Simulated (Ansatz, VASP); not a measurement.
## SrNi2S2: VASP beside Ansatz

Contents of INCAR:

```
  ALGO = Normal
  EDIFF = 1E-6
  ENCUT = 600
  GGA = PE
  GGA_COMPAT = F
  ISIF = 2
  ISMEAR = 0
  LASPH = T
  LCHARG = F
  LREAL = F
  LWAVE = F
  NBANDS = 29
  NELM = 120
  PREC = Accurate
  SIGMA = 0.0172
```

Contents of KPOINTS:

```
k-points
0
Gamma
  9 9 9
```

The input POSCAR:

```
SrNi2S2
1.0
    0.0000000000      3.7075550000      0.0000000000
    3.7075550000      0.0000000000      0.0000000000
    1.8537780000      1.8537780000     -6.2733090000
S Sr Ni
2 1 2
Direct
    0.3600000000      0.3600000000      0.2800000000
    0.6400000000      0.6400000000      0.7200000000
    0.0000000000      0.0000000000      0.0000000000
    0.7500000000      0.2500000000      0.5000000000
    0.2500000000      0.7500000000      0.5000000000
```

Input for Ansatz:

```yaml
crystal:
  lattice:
    - [0.0, 3.707555, 0.0]
    - [3.707555, 0.0, 0.0]
    - [1.853778, 1.853778, -6.273309]
  atoms:
    - { symbol: S, position: [0.36, 0.36, 0.28] }
    - { symbol: S, position: [0.64, 0.64, 0.72] }
    - { symbol: Sr, position: [0.0, 0.0, 0.0] }
    - { symbol: Ni, position: [0.75, 0.25, 0.5] }
    - { symbol: Ni, position: [0.25, 0.75, 0.5] }
  symmetry: { tolerance: 0.0003 }
kpoints:
  mp_grid: { grid: [9, 9, 9], shift: [0, 0, 0] }
  band_path:
    path:
      - [0.0, 0.0, 0.0]
      - [0.5, 0.5, 0.5]
      - [0.5, 0.5, 0.25]
      - [0.0, 0.5, 0.0]
      - [0.0, 0.0, 0.0]
      - [0.0, 0.0, -0.5]
      - [0.0, 0.45633918, -0.27183041]
      - [0.0, 0.54366082, 0.27183041]
      - [0.0, 0.0, 0.0]
      - [0.5, 0.5, 0.5]
      - [0.45633918, 0.54366082, 0.5]
    npoints: 6
magnetization:
  spin_polarized: false
scf:
  occupations: { method: gaussian, width: 0.0172 }
  lower_state_search: "off"
  max_iter: 200
hamiltonian:
  pseudopotentials: { kind: paw }
  xc: pbe
basis:
  ecutwfc: 420
  fft_grid_basis: typed
output:
  forces: true
  stress: true
  eigenvalues: true
  bader: true
  populations: true
  elf: true
  write_potential: true
  volumetric_format: npy
  dos:
    e_range: [-12, 8]
    de: 0.05
    projected: { site_lists: { Ni: [Ni], S: [S], Sr: [Sr] } }
checkpoint:
  read: saved_state
```

Alike in both runs: task single point; functional PBE; k mesh 9 × 9 × 9; occupations gaussian, width 0.0172 eV; no spin polarisation.

|  | VASP | Ansatz |
| --- | --- | --- |
| version | VASP 6.6.1 | Ansatz 0.2.0 |
| potentials or method | VASP PAW PBE potentials, release 64 (S, Sr_sv, Ni), cutoff 600 eV | PAW plane waves |
| valence electrons in the cell | 42 | 58 |

Ansatz gave:

| Quantity | Value |
| --- | --- |
| pressure (GPa) | -1.7 |
| traceless stress, the component that is largest in VASP (GPa) | -5.32 |
| rms of the force components (eV/Å) | 0.103 |

Problem. Which values does VASP return?

Solution. Pressure (GPa): -1.5; traceless stress, the component that is largest in VASP (GPa): -5.36; rms of the force components (eV/Å): 0.101.

Atom by atom the forces differ by 0.003 eV/Å (rms over components). With one functional, cell and mesh, what is left measures potentials, basis and numerics. VASP's potentials hold 42 valence electrons a cell and Ansatz's 58, so a difference there can come from the potentials and not from the codes.
